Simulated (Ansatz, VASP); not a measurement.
## Two plane-wave programs on SnO2

```
Sn O
1.0
     1.60624    0.92736    4.76837
    -1.60624    0.92736    4.76837
     0.00000   -1.85473    4.76837
Sn O
1 2
Cartesian
  0.0000 0.0000 7.1526
  0.0000 0.0000 10.9124
  0.0000 0.0000 3.3927
```

Alike in both runs: task single point; functional LDA; k mesh 8 × 8 × 8; occupations fermi-dirac, width 0.05 eV; no spin polarisation.

|  | VASP | Ansatz |
| --- | --- | --- |
| version | VASP 6.6.1 | Ansatz 0.2.0 |
| potentials or method | VASP PAW LDA potentials, release 64 (Sn_d, O) | Ansatz PAW |
| plane-wave cutoff (eV) | 520 | 420 |
| valence electrons in the cell | 26 | 26 |

```tsv
	VASP	Ansatz	Ansatz less VASP
gap on the k mesh at the Fermi level (eV)	1.90	1.90	+0.002
least direct gap on the mesh (eV)	2.04	2.04	-0.005
pressure (GPa)	-5.7	-6.5	-0.76
traceless stress, the component that is largest in VASP (GPa)	0.13	0.64	+0.507
rms of the force components (eV/Å)	0.194	0.223	+0.0291
```

LDA's correlation is that of Perdew and Zunger in VASP and of Perdew and Wang (1992) in Ansatz. Atom by atom the forces differ by 0.029 eV/Å (rms over components).
